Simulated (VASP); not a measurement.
# Mo3H in VASP: a series of runs

The runs below take Mo3H through single point, with PBE.

Everything below comes from runs of VASP 6.6.1. Logs are shortened: lines on timing, memory, paths and dates and some standing lists are left out, and cuts for length are marked.

## (1) The cell of the first run

It takes space group C2/m (No. 12, monoclinic). Conventional cell: a = 4.576 Å, b = 3.135 Å, c = 7.104 Å, α = 90.00°, β = 102.46°, γ = 90.00°. H (site symmetry 2/m) has 6 Mo at 2.01 to 2.15 Å and 4 H at 2.77 Å within 2.8 Å. Within 2.8 Å of Mo (site symmetry m) lie 3 H at 2.01 to 2.15 Å and 6 Mo at 2.70 to 2.77 Å. Mo (site symmetry 2/m) has 14 Mo at 2.70 to 3.20 Å and 2 H at 3.55 Å within 3.6 Å.

## (2) Single point, PBE

INCAR reads:

```
  PREC = Accurate
  ENCUT = 520
  EDIFF = 1E-6
  ISMEAR = 0
  SIGMA = 0.2
  LREAL = F
  LASPH = T
  NELM = 80
  ALGO = Normal
  ISIF = 2
  LWAVE = F
  LCHARG = F
  GGA = PE
  NBANDS = 53
```

KPOINTS reads:

```
Automatic mesh
0
Gamma
  8 4 4
```

POSCAR reads:

```
Mo3H
1.0
    2.2879212757     -1.5673944628     -0.0110372328
    2.2879212757      4.7021833885     -0.0110372328
   -1.4997202088      0.0000000000      6.9435621307
H Mo
2 6
Direct
    0.5000000000      0.5000000000      0.5000000000
    1.0000000000      0.0000000000      0.5000000000
    0.6010137970      0.2003379323      0.6830037566
    0.1010137970      0.7003379323      0.6830037566
    0.8989862030      0.2996620677      0.3169962434
    0.3989862030      0.7996620677      0.3169962434
    0.5000000000      0.5000000000      1.0000000000
    0.0000000000      0.0000000000      0.0000000000
```

Potentials or basis: VASP PAW PBE potentials, release 64 (H, Mo_sv).

Run with:

```
$ cat potpaw_PBE.64/H/POTCAR potpaw_PBE.64/Mo_sv/POTCAR > POTCAR
$ mpirun -np 1 vasp_std > vasp.out
```

OUTCAR:

```text
PREC = Accurate
   ENCUT = 520
   EDIFF = 1E-6
   ISMEAR = 0
   LREAL = F
   LASPH = T
   NELM = 80
   ISIF = 2
   GGA = PE

 ion  position               nearest neighbor table
   1  0.500  0.500  0.500-   4 2.01   5 2.01   5 2.15   4 2.15   6 2.15   3 2.15
   2  0.000  0.000  0.500-   3 2.01   6 2.01   6 2.15   3 2.15   4 2.15   5 2.15
   3  0.601  0.200  0.683-   2 2.01   2 2.15   1 2.15   8 2.70   7 2.70   4 2.77   4 2.77   5 2.93
                             6 3.09   5 3.09   4 3.13   4 3.13   7 3.15   8 3.20
   4  0.101  0.700  0.683-   1 2.01   1 2.15   2 2.15   7 2.70   8 2.70   3 2.77   3 2.77   6 2.93
                             5 3.09   6 3.09   3 3.13   3 3.13   8 3.15   7 3.20
   5  0.899  0.300  0.317-   1 2.01   1 2.15   2 2.15   7 2.70   8 2.70   6 2.77   6 2.77   3 2.93
                             4 3.09   3 3.09   6 3.13   6 3.13   8 3.15   7 3.20
   6  0.399  0.800  0.317-   2 2.01   2 2.15   1 2.15   8 2.70   7 2.70   5 2.77   5 2.77   4 2.93
                             3 3.09   4 3.09   5 3.13   5 3.13   7 3.15   8 3.20
   7  0.500  0.500  0.000-   4 2.70   5 2.70   3 2.70   6 2.70   8 2.77   8 2.77   8 3.13   8 3.13
                             6 3.15   3 3.15   4 3.20   5 3.20
   8  0.000  0.000  0.000-   3 2.70   6 2.70   5 2.70   4 2.70   7 2.77   7 2.77   7 3.13   7 3.13
                             5 3.15   4 3.15   3 3.20   6 3.20

  LATTYP: Found a triclinic cell.
 ALAT       =    13.0023346782
 B/A-ratio  =     0.6278963970
 C/A-ratio  =     0.6835153331
 COS(alpha) =     0.0012044299
 COS(beta)  =     0.5999873748
 COS(gamma) =     0.7937493377

  Lattice vectors:

 A1 = (  -0.7882010669, -10.9717612398,  -6.9325248979)
 A2 = (   2.2879212757,  -7.8369723141,  -0.0110372328)
 A3 = (  -5.3640436183,  -1.5673944629,  -6.9104504323)

Analysis of symmetry for initial positions (statically):
=====================================================================
 Subroutine PRICEL returns following result:

  LATTYP: Found a base centered monoclinic cell.
 ALAT       =     4.5758957962
 B/A-ratio  =     0.6850656276
 C/A-ratio  =     1.5524121465
 COS(beta)  =    -0.2158317719

  Lattice vectors:

 A1 = (   2.2879212757,  -1.5673944628,  -0.0110372328)
 A2 = (   2.2879212757,   1.5673944628,  -0.0110372328)
 A3 = (  -1.4997202088,   0.0000000000,   6.9435621307)

   2 primitive cells build up your supercell.

 Routine SETGRP: Setting up the symmetry group for a
 triclinic supercell.

 Subroutine GETGRP returns: Found  2 space group operations
 (whereof  2 operations were pure point group operations)
 out of a pool of  2 trial point group operations.

The static configuration has the point symmetry S_2 .

Analysis of symmetry for dynamics (positions and initial velocities):
=====================================================================
 Subroutine PRICEL returns following result:

  LATTYP: Found a base centered monoclinic cell.
 ALAT       =     4.5758957962
 B/A-ratio  =     0.6850656276
 C/A-ratio  =     1.5524121465
 COS(beta)  =    -0.2158317719

  Lattice vectors:

 A1 = (   2.2879212757,  -1.5673944628,  -0.0110372328)
 A2 = (   2.2879212757,   1.5673944628,  -0.0110372328)
 A3 = (  -1.4997202088,   0.0000000000,   6.9435621307)

   2 primitive cells build up your supercell.

 Routine SETGRP: Setting up the symmetry group for a
 triclinic supercell.

 Subroutine GETGRP returns: Found  2 space group operations
 (whereof  2 operations were pure point group operations)
 out of a pool of  2 trial point group operations.

The dynamic configuration has the point symmetry S_2 .

 Subroutine INISYM returns: Found  2 space group operations
 (whereof  2 operations are pure point group operations),
 and found     2 'primitive' translations

----------------------------------------------------------------------------------------

                                     Primitive cell

  volume of cell :      49.7484

  direct lattice vectors                    reciprocal lattice vectors
     2.287921276 -1.567394463 -0.011037233     0.218766932 -0.319000744  0.047250847
     2.287921276  1.567394463 -0.011037233     0.218766932  0.319000744  0.047250847
    -1.499720209  0.000000000  6.943562131     0.000695488  0.000000000  0.144168514

  length of vectors
     2.773342926  2.773342926  7.103676215     0.389683317  0.389683317  0.144170192

  position of ions in fractional coordinates (direct lattice)
     1.000000000  0.000000000  0.500000000
     0.400675865  0.400675865  0.683003757
     0.599324135  0.599324135  0.316996243
     1.000000000  0.000000000  1.000000000

  ion indices of the primitive-cell ions
   primitive index   ion index
                 1           1
                 2           3
                 3           6
                 4           7

----------------------------------------------------------------------------------------

 KPOINTS: Automatic mesh

Automatic generation of k-mesh.
 Grid dimensions read from file:
 generate k-points for:    8    4    4

 Generating k-lattice:

  Cartesian coordinates                     Fractional coordinates (reciprocal lattice)
     0.041018800 -0.019937547  0.008859534     0.125000000  0.000000000 -0.000000000
     0.027345867  0.039875093  0.005906356     0.000000000  0.250000000  0.000000000
     0.000173872  0.000000000  0.036042129     0.000000000  0.000000000  0.250000000

  Length of vectors
     0.046460080  0.048710415  0.036042548

  Shift w.r.t. Gamma in fractional coordinates (k-lattice)
     0.000000000  0.000000000  0.000000000

 Subroutine IBZKPT returns following result:
 ===========================================

 Found     68 irreducible k-points:

 Following reciprocal coordinates:
            Coordinates               Weight
  0.000000  0.000000  0.000000      1.000000
  0.125000  0.000000  0.000000      2.000000
  0.250000  0.000000  0.000000      2.000000
  0.375000  0.000000  0.000000      2.000000
  0.500000  0.000000  0.000000      1.000000
 -0.000000  0.250000  0.000000      2.000000
[... 16 lines left out ...]
  0.500000  0.000000  0.250000      2.000000
 -0.375000 -0.000000  0.250000      2.000000
 [... further k-points ...]
   k-points           NKPTS =     68   k-points in BZ     NKDIM =     68   number of bands    NBANDS=     53
   number of dos      NEDOS =    301   number of ions     NIONS =      8
   total plane-waves  NPLWV =  51840
   dimension x,y,z NGX =    24 NGY =   40 NGZ =   54
   dimension x,y,z NGXF=    48 NGYF=   80 NGZF=  108
   ions per type =               2   6
   NGX,Y,Z   is equivalent  to a cutoff of  14.39, 12.72, 12.64 a.u.
   NGXF,Y,Z  is equivalent  to a cutoff of  28.77, 25.43, 25.28 a.u.
 SYSTEM =  unknown system
   PREC   = accura    normal or accurate (medium, high low for compatibility)
   ISTART =      0    job   : 0-new  1-cont  2-samecut
   ICHARG =      2    charge: 1-file 2-atom 10-const
   ISPIN  =      1    spin polarized calculation?
   LNONCOLLINEAR =      F non collinear calculations
   LSORBIT =      F    spin-orbit coupling
   LASPH  =      T    aspherical Exc in radial PAW
   ENCUT  =  520.0 eV  38.22 Ry    6.18 a.u.   5.16  9.72 13.21*2*pi/ulx,y,z
   NELM   =     80;   NELMIN=  2; NELMDL= -5     # of ELM steps
   EDIFF  = 0.1E-05   stopping-criterion for ELM
   LREAL  =      F    real-space projection
   EDIFFG = 0.1E-04   stopping-criterion for IOM
   NSW    =      0    number of steps for IOM
   IBRION =     -1    ionic relax: 0-MD 1-quasi-New 2-CG
   NFREE  =      0    steps in history (QN), initial steepest desc. (CG)
   ISIF   =      2    stress and relaxation
   ISYM   =      2    0-nonsym 1-usesym 2-fastsym
   POTIM  = 0.5000    time-step for ionic-motion
   TEBEG  =    0.0;   TEEND  =   0.0 temperature during run
   PSTRESS=    0.0 pullay stress
   NELECT =      86.0000    total number of electrons
   NUPDOWN=      -1.0000    fix difference up-down
   EMIN   =  10.00;   EMAX   =-10.00  energy-range for DOS
   EFERMI =   0.00;   METHOD = LEGACY
   ISMEAR =     0;   SIGMA  =   0.20  broadening in eV -4-tet -1-fermi 0-gaus
   EFERMI_NEDOS =   21; number of points for ismear=-14 and -15
   IALGO  =     38    algorithm
   IMIX   =      4    mixing-type and parameters
     AMIX     =   0.40;   BMIX     =  1.00
     AMIX_MAG =   1.60;   BMIX_MAG =  1.00
  volume/ion in A,a.u.               =      12.44        83.93
  Fermi-wavevector in a.u.,A,eV,Ry     =   1.559450  2.946932 33.087776  2.431883
  Thomas-Fermi vector in A             =   2.662806
   LORBIT       =      0    0 simple, 1 ext, 2 COOP (PROOUT), +10 PAW based schemes
   GGA     = PE    functional components
   LHFCALC =     F    Hartree Fock is set to
   AEXX    =    0.0000 exact exchange contribution
   IVDW    =     0    specifies the selected vdW correction
   LEPSILON=     F    determine dielectric tensor
   LRPA    =     F    only Hartree local field effects (RPA)
 non-spin polarized calculation
 Gauss-broadening in eV      SIGMA  =   0.20
  energy-cutoff  :      520.00
  volume of cell :       99.50
 maximum number of plane-waves:      2704
 NGX is ok and might be reduce to    24
   NGX = 11   NGY = 19   NGZ = 27

 number of electron      85.9999997 magnetization

 Free energy of the ion-electron system (eV)
  ---------------------------------------------------
  ext. energy  EPLUGINS =         0.00000000
  ---------------------------------------------------
  free energy    TOTEN  =       -71.67712229 eV

  energy without entropy =      -71.57401863  energy(sigma->0) =      -71.62557046

 E-fermi :  12.0807     XC(G=0): -13.2515

 val. band max:       12.0772178158   @ k =  -0.1250   0.2500   0.5000
 cond. band min:      12.0954230110   @ k =   0.2500   0.5000   0.2500
 fundamental gap:      0.0182051953
 Fermi energy:        12.0807475727

 k-point     1 :       0.0000    0.0000    0.0000
  band No.  band energies     occupation
      1     -49.1752      2.00000
      2     -49.0638      2.00000
      3     -48.9854      2.00000
      4     -48.9610      2.00000
      5     -48.9453      2.00000
      6     -48.8904      2.00000
[... 45 lines left out ...]
     52      14.1238      0.00000
     53      14.2422      0.00000

 k-point     2 :       0.1250    0.0000    0.0000
  band No.  band energies     occupation
      1     -49.1525      2.00000
      2     -49.0481      2.00000
      3     -48.9760      2.00000
      4     -48.9527      2.00000
      5     -48.9298      2.00000
      6     -48.8801      2.00000
[... 45 lines left out ...]
     52      14.2171      0.00000
     53      14.3708      0.00000

 k-point     3 :       0.2500    0.0000    0.0000
  band No.  band energies     occupation
      1     -49.0939      2.00000
      2     -49.0083      2.00000
      3     -48.9561      2.00000
      4     -48.9350      2.00000
      5     -48.8918      2.00000
      6     -48.8556      2.00000
[... 45 lines left out ...]
     52      14.1154      0.00000
     53      14.5453      0.00000
[... 1065 lines left out ...]
 k-point    23 :       0.5000    0.0000    0.2500
  band No.  band energies     occupation
      1     -48.9695      2.00000
      2     -48.9597      2.00000
      3     -48.9422      2.00000
      4     -48.9298      2.00000
      5     -48.8292      2.00000
      6     -48.8266      2.00000
[... 45 lines left out ...]
     52      15.4332      0.00000
     53      15.6654      0.00000

 k-point    24 :      -0.3750   -0.0000    0.2500
  band No.  band energies     occupation
      1     -49.0242      2.00000
      2     -48.9614      2.00000
      3     -48.9430      2.00000
      4     -48.9280      2.00000
      5     -48.8518      2.00000
      6     -48.8321      2.00000
[... 45 lines left out ...]
     52      14.7176      0.00000
     53      14.9673      0.00000

 [... further k-points ...]

------------------------ aborting loop because EDIFF is reached ----------------------------------------

  FORCE on cell =-STRESS in cart. coord.  units (eV):
  Direction    XX          YY          ZZ          XY          YZ          ZX
  --------------------------------------------------------------------------------------
  -------------------------------------------------------------------------------------
  Total        0.1420678      0.7393956     -0.1404471     -0.2718467      0.0049416     -0.0734663
  in kB        2.2876912     11.9063456     -2.2615925     -4.3774947      0.0795730     -1.1830140
  external PRESSURE =       3.9774814 kB  Pullay stress =       0.0000000 kB

 VOLUME and BASIS-vectors are now :
 -----------------------------------------------------------------------------
  energy-cutoff  :      520.00
  volume of cell :       99.50
      direct lattice vectors                 reciprocal lattice vectors
     2.287921276 -1.567394463 -0.011037233     0.328150398 -0.159500372  0.070876270
     2.287921276  4.702183388 -0.011037233     0.109383466  0.159500372  0.023625423
    -1.499720209  0.000000000  6.943562131     0.000695488  0.000000000  0.144168514

 POSITION                                       TOTAL-FORCE (eV/Angst)
 -----------------------------------------------------------------------------------
      1.53806      1.56739      3.46074        -0.000000      0.000000      0.000000
     -0.74986      0.00000      3.47178        -0.000000      0.000000      0.000000
      0.80912     -0.00000      4.73363        -0.024499      0.024926      0.004344
      0.80912      3.13479      4.73363        -0.024499      0.024926      0.004344
      2.26701      0.00000      2.18785         0.024499     -0.024926     -0.004344
      2.26701      3.13479      2.18785         0.024499     -0.024926     -0.004344
      2.28792      1.56739     -0.01104        -0.000000      0.000000     -0.000000
      0.00000      0.00000      0.00000        -0.000000     -0.000000     -0.000000
 -----------------------------------------------------------------------------------
    total drift:                                0.000000      0.000000      0.000000

  FREE ENERGIE OF THE ION-ELECTRON SYSTEM (eV)
  ---------------------------------------------------
  free  energy   TOTEN  =       -71.6771222920 eV

  energy  without entropy=      -71.5740186333  energy(sigma->0) =      -71.62557046
```

Wall time 7.8 min (1 thread of Intel Xeon 8259CL, shared host); peak memory 0.39 GiB.

What came out:

* Free energy: -71.6771 eV
* Pressure: 0.4 GPa
* Largest force: 0.035 eV/Å
* Band gap on the k mesh: zero (bands 43 and 44 overlap by 1.27 eV)

Forces in eV/Å, atoms in the order of the input:
```
H    0.000  0.000  0.000
H    0.000  0.000  0.000
Mo  -0.024  0.025  0.004
Mo  -0.024  0.025  0.004
Mo   0.024 -0.025 -0.004
Mo   0.024 -0.025 -0.004
Mo   0.000  0.000  0.000
Mo   0.000  0.000  0.000
```

## (3) Single point, PBE

INCAR reads:

```
SYSTEM = Mo3H
  PREC = Accurate
  ENCUT = 520
  EDIFF = 1E-6
  ISMEAR = 0
  SIGMA = 0.2
  LREAL = .FALSE.
  LASPH = .TRUE.
  NELM = 60
  ALGO = Normal
  ISIF = 2
  LWAVE = .FALSE.
  LCHARG = .TRUE.
  GGA = PE
  LELF = .TRUE.
  LVHAR = .TRUE.
  NBANDS = 53
```

KPOINTS reads:

```
Automatic mesh
0
G
  8 4 4
  0 0 0
```

POSCAR reads:

```
Mo3H
1.0
    2.2923513783     -1.5779488077     -0.0122063296
    2.2753367086      4.7097161048     -0.0162655386
   -1.5069653026     -0.0004501565      6.9241934995
H Mo
2 6
Direct
    0.4999871797      0.4999167943      0.5000317097
    0.9997117087     -0.0000270930      0.5001025682
    0.5987165201      0.1997324226      0.6830413727
    0.0987767963      0.6997439641      0.6830246351
    0.9010499975      0.3001913320      0.3169039637
    0.4012564083      0.8002108179      0.3169133174
    0.5002228995      0.5001143686      0.9999940656
    0.0002784900      0.0001173935     -0.0000116327
```

Potentials or basis: VASP PAW PBE potentials, release 64 (H, Mo_sv).

Run with:

```
$ cat potpaw_PBE.64/H/POTCAR potpaw_PBE.64/Mo_sv/POTCAR > POTCAR
$ mpirun -np 1 vasp_std > vasp.out
```

OUTCAR:

```text
SYSTEM = Mo3H
   PREC = Accurate
   ENCUT = 520
   EDIFF = 1E-6
   ISMEAR = 0
   LREAL = .FALSE.
   LASPH = .TRUE.
   NELM = 60
   ISIF = 2
   GGA = PE

 ion  position               nearest neighbor table
   1  0.500  0.500  0.500-   4 2.00   5 2.00   3 2.15   6 2.15   4 2.15   5 2.15
   2  1.000  1.000  0.500-   6 2.00   3 2.00   4 2.15   5 2.15   3 2.15   6 2.15
   3  0.599  0.200  0.683-   2 2.00   1 2.15   2 2.15   7 2.70   8 2.70   4 2.77   4 2.77   5 2.94
                             6 3.08   5 3.09   4 3.14   4 3.14   7 3.15   8 3.19
   4  0.099  0.700  0.683-   1 2.00   2 2.15   1 2.15   8 2.70   7 2.70   3 2.77   3 2.77   6 2.94
                             5 3.08   6 3.09   3 3.14   3 3.14   8 3.15   7 3.19
   5  0.901  0.300  0.317-   1 2.00   2 2.15   1 2.15   8 2.70   7 2.70   6 2.77   6 2.77   3 2.94
                             4 3.08   3 3.09   6 3.14   6 3.14   8 3.15   7 3.19
   6  0.401  0.800  0.317-   2 2.00   1 2.15   2 2.15   7 2.69   8 2.70   5 2.77   5 2.77   4 2.94
                             3 3.08   4 3.09   5 3.14   5 3.14   7 3.15   8 3.19
   7  0.500  0.500  1.000-   6 2.69   3 2.70   5 2.70   4 2.70   8 2.77   8 2.77   8 3.14   8 3.14
                             6 3.15   3 3.15   4 3.19   5 3.19
   8  0.000  0.000  1.000-   5 2.70   4 2.70   3 2.70   6 2.70   7 2.77   7 2.77   7 3.14   7 3.14
[... 216 lines left out ...]
      5     -48.9433      2.00000
      6     -48.8892      2.00000
[... 1333 lines left out ...]
     52      14.7035      0.00000
     53      14.9812      0.00000

 [... further k-points ...]

------------------------ aborting loop because EDIFF is reached ----------------------------------------

  FORCE on cell =-STRESS in cart. coord.  units (eV):
  Direction    XX          YY          ZZ          XY          YZ          ZX
  --------------------------------------------------------------------------------------
  -------------------------------------------------------------------------------------
  Total        0.2430211      0.2654389      0.2907055      0.0280134      0.1103838      0.0143824
  in kB        3.9135528      4.2745635      4.6814515      0.4511215      1.7775942      0.2316110
  external PRESSURE =       4.2898559 kB  Pullay stress =       0.0000000 kB

 VOLUME and BASIS-vectors are now :
 -----------------------------------------------------------------------------
  energy-cutoff  :      520.00
  volume of cell :       99.49
      direct lattice vectors                 reciprocal lattice vectors
     2.292351378 -1.577948808 -0.012206330     0.327778492 -0.158108525  0.071326667
     2.275336709  4.709716105 -0.016265539     0.109819370  0.159354166  0.023911191
    -1.506965303 -0.000450157  6.924193500     0.000835800  0.000095615  0.144603060

 POSITION                                       TOTAL-FORCE (eV/Angst)
 -----------------------------------------------------------------------------------
      1.53009      1.56529      3.44808        -0.000435      0.000423     -0.000904
      3.81333      3.13187      3.43434         0.001407     -0.000151     -0.000496
      0.79761     -0.00437      4.71895         0.003994      0.021401     -0.005333
      0.78929      3.13942      4.71681         0.002403      0.021374     -0.004003
      2.27100     -0.00814      2.17842         0.004284     -0.021543      0.007570
      2.26299      3.13546      2.17646         0.000091     -0.019376      0.005606
      0.77766      1.56562      6.90991        -0.004884     -0.001208     -0.001192
     -1.50604     -0.00034      6.92411        -0.006861     -0.000921     -0.001247
 -----------------------------------------------------------------------------------
    total drift:                                0.000066     -0.000009      0.000008

  FREE ENERGIE OF THE ION-ELECTRON SYSTEM (eV)
  ---------------------------------------------------
  free  energy   TOTEN  =       -71.6794057207 eV

  energy  without entropy=      -71.5765652403  energy(sigma->0) =      -71.62798548
```

Run time: 8.6 min. Hardware: 1 thread of Intel Xeon 8259CL, shared host; peak memory 0.39 GiB.

What came out:

| Item | Value |
| --- | --- |
| Free energy | -71.6794 eV |
| Pressure | 0.4 GPa |
| Largest force | 0.023 eV/Å |
| Band gap on the k mesh | zero (bands 43 and 44 overlap by 1.31 eV) |

Forces on the atoms (eV/Å):
```
H    0.000  0.000 -0.001
H    0.001  0.000  0.000
Mo   0.004  0.021 -0.005
Mo   0.002  0.021 -0.004
Mo   0.004 -0.022  0.008
Mo   0.000 -0.019  0.006
Mo  -0.005 -0.001 -0.001
Mo  -0.007 -0.001 -0.001
```

[end of part 1 of 2]
